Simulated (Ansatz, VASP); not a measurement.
# Si in VASP and in Ansatz

File INCAR:

```
ALGO = Normal
EDIFF = 1E-6
ENCUT = 520
GGA = PE
ISIF = 2
ISMEAR = -1
LASPH = True
LCHARG = False
LREAL = False
LWAVE = False
NBANDS = 8
NELM = 80
PREC = Accurate
SIGMA = 0.05
```

The input KPOINTS:

```
k-points
0
Gamma
  17 17 17
```

The input POSCAR:

```
Si
1.0
   -1.1355496630      1.1355496630      1.1355496630
    1.1355496630     -1.1355496630      1.1355496630
    1.1355496630      1.1355496630     -1.1355496630
Si
1
Direct
    0.0000000000      0.0000000000      0.0000000000
```

Input for Ansatz:

```yaml
crystal:
  lattice:
    - [-1.135549663, 1.135549663, 1.135549663]
    - [1.135549663, -1.135549663, 1.135549663]
    - [1.135549663, 1.135549663, -1.135549663]
  atoms:
    - { symbol: Si, position: [0.0, 0.0, 0.0] }
kpoints:
  mp_grid: { grid: [17, 17, 17] }
scf:
  occupations: { method: fermi_dirac, width: 0.05 }
hamiltonian:
  xc: pbe
  pseudopotentials: { kind: all_electron, datasets: crystal }
output:
  forces: true
  stress: true
  eigenvalues: true
```

Change from the starting cell: volume scaled by 0.4, crystal datasets.

Alike in both runs: task single point; functional PBE; k mesh 17 × 17 × 17; occupations fermi-dirac, width 0.05 eV; no spin polarisation.

|  | VASP | Ansatz |
| --- | --- | --- |
| version | VASP 6.6.1 | Ansatz 0.2.0 |
| potentials or method | VASP PAW PBE potentials, release 64 (Si), cutoff 520 eV | all-electron PAW with datasets made for the crystal, scalar-relativistic |

```tsv
	VASP	Ansatz	Ansatz less VASP
pressure (GPa)	562.1	564.6	+2.49
```

Both programs put the cell under a high pressure, so it lies far from rest at this level. Ansatz ran all-electron here, and VASP with PAW potentials. Ansatz's warnings: printed levels off.

Noted on VASP's run: the cell as given lies far from equilibrium.
